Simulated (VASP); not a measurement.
# Sc (P6_3/mmc) in VASP: a series of runs, part 2 of 2

VASP 6.6.1. Earlier steps stand in the parts before.

## (3) Single point, PBE (strain -0.015 along x and y, +0.030 along z)

File INCAR:

```
PREC = Accurate
ENCUT = 520
EDIFF = 1E-7
ISMEAR = 0
SIGMA = 0.15
LREAL = False
LASPH = True
NELM = 80
ALGO = Fast
ISIF = 2
LWAVE = False
LCHARG = True
GGA = PE
LELF = True
LVHAR = True
NBANDS = 18
```

File KPOINTS:

```
regular mesh
0
Gamma
  18 18 10
```

File POSCAR:

```
Sc
1.0
    3.2591659288      0.0000000000      0.0000000000
   -1.6295829644      2.8225204895      0.0000000000
    0.0000000000      0.0000000000      5.4260400000
Sc
2
Direct
    0.3333333333      0.6666666667      0.2500000000
    0.6666666667      0.3333333333      0.7500000000
```

Potentials or basis: VASP PAW PBE potentials, release 64 (Sc_sv).

The run is started by

```sh
cat potpaw_PBE.64/Sc_sv/POTCAR > POTCAR
mpirun -np 1 vasp_std > vasp.out
```

OUTCAR:

```text
PREC = Accurate
   ENCUT = 520
   EDIFF = 1E-7
   ISMEAR = 0
   LREAL = False
   LASPH = True
   NELM = 80
   ISIF = 2
   GGA = PE

 ion  position               nearest neighbor table
   1  0.333  0.667  0.250-   2 3.30   2 3.30   2 3.30   2 3.30   2 3.30   2 3.30
   2  0.667  0.333  0.750-   1 3.30   1 3.30   1 3.30   1 3.30   1 3.30   1 3.30

  LATTYP: Found a hexagonal cell.
 ALAT       =     3.2591659288
 C/A-ratio  =     1.6648554012

  Lattice vectors:

 A1 = (   3.2591659288,   0.0000000000,   0.0000000000)
 A2 = (  -1.6295829644,   2.8225204895,   0.0000000000)
 A3 = (   0.0000000000,   0.0000000000,   5.4260400000)

Analysis of symmetry for initial positions (statically):
=====================================================================
 Subroutine PRICEL returns:
 Original cell was already a primitive cell.

 Routine SETGRP: Setting up the symmetry group for a
 hexagonal supercell.

 Subroutine GETGRP returns: Found 24 space group operations
 (whereof 12 operations were pure point group operations)
 out of a pool of 24 trial point group operations.

The static configuration has the point symmetry D_3d.
[... 162 lines left out ...]
  energy without entropy =      -12.43607419  energy(sigma->0) =      -12.46229414

 E-fermi :   3.6180     XC(G=0):  -9.8289

 val. band max:        3.6157007941   @ k =   0.2778   0.2222   0.4000
 cond. band min:       3.6227467247   @ k =   0.3889   0.1667   0.4000
 fundamental gap:      0.0070459305
 Fermi energy:         3.6180465747

 k-point     1 :       0.0000    0.0000    0.0000
  band No.  band energies     occupation
      1     -45.8464      2.00000
      2     -45.7950      2.00000
      3     -24.6303      2.00000
      4     -24.3087      2.00000
      5     -24.3087      2.00000
      6     -24.2722      2.00000
[... 481 lines left out ...]
      5     -24.4654      2.00000
      6     -24.4131      2.00000
[... 10 lines left out ...]
     17       7.3551      0.00000
     18       7.3886      0.00000

 [... further k-points ...]

------------------------ aborting loop because EDIFF is reached ----------------------------------------

  FORCE on cell =-STRESS in cart. coord.  units (eV):
  Direction    XX          YY          ZZ          XY          YZ          ZX
  --------------------------------------------------------------------------------------
  -------------------------------------------------------------------------------------
  Total        0.3529387      0.3529387     -1.0585599      0.0000000     -0.0000000      0.0000000
  in kB       11.3287831     11.3287831    -33.9781274      0.0000000     -0.0000000      0.0000000
  external PRESSURE =      -3.7735204 kB  Pullay stress =       0.0000000 kB

 VOLUME and BASIS-vectors are now :
 -----------------------------------------------------------------------------
  energy-cutoff  :      520.00
  volume of cell :       49.91
      direct lattice vectors                 reciprocal lattice vectors
     3.259165929  0.000000000  0.000000000     0.306826968  0.177146633  0.000000000
    -1.629582964  2.822520490  0.000000000     0.000000000  0.354293265  0.000000000
     0.000000000  0.000000000  5.426040000     0.000000000  0.000000000  0.184296467

 POSITION                                       TOTAL-FORCE (eV/Angst)
 -----------------------------------------------------------------------------------
     -0.00000      1.88168      1.35651         0.000000     -0.000000      0.000000
      1.62958      0.94084      4.06953        -0.000000      0.000000      0.000000
 -----------------------------------------------------------------------------------
    total drift:                               -0.000000      0.000000     -0.000000

  FREE ENERGIE OF THE ION-ELECTRON SYSTEM (eV)
  ---------------------------------------------------
  free  energy   TOTEN  =       -12.4885140882 eV

  energy  without entropy=      -12.4360741896  energy(sigma->0) =      -12.46229414
```

OSZICAR:

```text
N       E                     dE             d eps       ncg     rms          rms(c)
DAV:   1     0.356029457730E+03    0.35603E+03   -0.11001E+04  8016   0.129E+03
DAV:   2     0.602656384635E+01   -0.35000E+03   -0.34312E+03  9784   0.540E+02
DAV:   3    -0.135205358351E+02   -0.19547E+02   -0.18824E+02 13130   0.153E+02
DAV:   4    -0.139084353452E+02   -0.38790E+00   -0.38550E+00 12104   0.194E+01
DAV:   5    -0.139133317148E+02   -0.48964E-02   -0.48946E-02 13628   0.234E+00    0.749E+00
RMM:   6    -0.125769305683E+02    0.13364E+01   -0.18671E+00  8292   0.175E+01    0.261E+00
RMM:   7    -0.125083685381E+02    0.68562E-01   -0.35055E+00 10559   0.137E+01    0.146E+00
RMM:   8    -0.124795695421E+02    0.28799E-01   -0.21415E-01  8735   0.539E+00    0.530E-01
RMM:   9    -0.124863840147E+02   -0.68145E-02   -0.11731E-01 11396   0.202E+00    0.120E-01
RMM:  10    -0.124879594282E+02   -0.15754E-02   -0.21207E-02 11922   0.788E-01    0.599E-02
RMM:  11    -0.124883331331E+02   -0.37370E-03   -0.49746E-03 11993   0.484E-01    0.364E-02
RMM:  12    -0.124884630183E+02   -0.12989E-03   -0.15616E-03 12962   0.196E-01    0.596E-03
RMM:  13    -0.124885109214E+02   -0.47903E-04   -0.42591E-04 12605   0.870E-02    0.102E-02
RMM:  14    -0.124885106712E+02    0.25013E-06   -0.88145E-05 11999   0.541E-02    0.318E-03
RMM:  15    -0.124885135727E+02   -0.29015E-05   -0.28840E-05 12033   0.294E-02    0.919E-04
RMM:  16    -0.124885140230E+02   -0.45032E-06   -0.73579E-06 11579   0.157E-02    0.394E-04
RMM:  17    -0.124885140563E+02   -0.33240E-07   -0.24083E-06  9842   0.798E-03    0.903E-05
RMM:  18    -0.124885140882E+02   -0.31907E-07   -0.69777E-07  9387   0.491E-03
   1 F= -.12488514E+02 E0= -.12462294E+02  d E =-.524399E-01
```

stdout:

```text
POSCAR found type information on POSCAR Sc
 POSCAR found :  1 types and       2 ions
 scaLAPACK will be used
 LDA part: xc-table for (Slater+PW92), standard interpolation
 POSCAR, INCAR and KPOINTS ok, starting setup
 FFT: planning ... GRIDC
 FFT: planning ... GRID_SOFT
 FFT: planning ... GRID
 WAVECAR not read
 entering main loop
```

Run time: 90 s. Hardware: 1 thread of Intel Xeon 6975P-C (Granite Rapids), shared host; peak memory 0.27 GiB.

What came out:

| Property | Result |
| --- | --- |
| Free energy | -12.4885 eV |
| Pressure | -0.4 GPa |
| Band gap on the k mesh | zero (bands 11 and 12 overlap by 1.13 eV) |

Caveat: the cell differs from its parent crystal (strain -0.015 along x and y, +0.030 along z).

## (4) Single point, PBE (strain +0.015 along x and y, -0.030 along z)

File INCAR:

```
ALGO = Fast
EDIFF = 1E-7
ENCUT = 520
GGA = PE
ISIF = 2
ISMEAR = 0
LASPH = T
LCHARG = F
LREAL = F
LWAVE = F
NBANDS = 18
NELM = 100
PREC = Accurate
SIGMA = 0.15
```

File KPOINTS:

```
k-points
0
Gamma
  18 18 10
```

File POSCAR:

```
Sc
1.0
    3.3584298657      0.0000000000      0.0000000000
   -1.6792149328      2.9084855806      0.0000000000
    0.0000000000      0.0000000000      5.1099600000
Sc
2
Direct
    0.3333333333      0.6666666667      0.2500000000
    0.6666666667      0.3333333333      0.7500000000
```

The run is started by

```sh
cat potpaw_PBE.64/Sc_sv/POTCAR > POTCAR
mpirun -np 1 vasp_std > vasp.out
```

It took 2.3 min on 1 thread of Intel Xeon 6975P-C (Granite Rapids), shared host; peak memory 0.29 GiB.

The run converged. Its results:

```yaml
Free_energy: -12.5162 eV
Pressure: -0.6 GPa
Band_gap_on_the_k_mesh: zero (bands 11 and 12 overlap by 1.57 eV)
```

Stress tensor (GPa, compression positive):
```
-1.22  0.00  0.00
 0.00 -1.22  0.00
 0.00  0.00  0.53
```

Levels at points of the mesh, in eV from the Fermi level:
```tsv
k point	band 9	band 10	band 11	band 12	band 13	band 14
(0.00, 0.00, 0.00)	-5.09	-1.57	0.77	1.56	1.56	1.96
(0.50, 0.00, 0.00)	-1.64	-1.05	-0.62	-0.40	1.25	1.36
(0.00, 0.00, 0.50)	-3.52	-3.52	1.06	1.06	1.44	1.44
(0.50, 0.00, 0.50)	-1.44	-1.44	0.09	0.09	1.27	1.27
```

Caveat: the cell differs from its parent crystal (strain +0.015 along x and y, -0.030 along z).

## (5) Overview

```csv
cell,further INCAR settings,gap on the mesh (eV),pressure (GPa)
"a = 3.259, b = 3.259, c = 5.347 Å, angles 90.0, 90.0, 120.0°, 2 atoms",ALGO = Fast; EDIFF = 1e-06; NBANDS = 18,none,0.4
"a = 3.259, b = 3.259, c = 5.426 Å, angles 90.0, 90.0, 120.0°, 2 atoms",ALGO = Fast; EDIFF = 1e-07; NBANDS = 18,none,-0.4
"a = 3.358, b = 3.358, c = 5.110 Å, angles 90.0, 90.0, 120.0°, 2 atoms",ALGO = Fast; EDIFF = 1e-07; NBANDS = 18,none,-0.6
```

Alike in all rows: task single point; level PBE; potentials or basis VASP PAW PBE potentials, release 64 (Sc_sv); no spin polarisation; k mesh 18 × 18 × 10; cutoff (eV) 520; smearing gaussian 0.15 eV.

Total energies depend on the potentials used, so only differences within one code and one set of settings carry meaning.
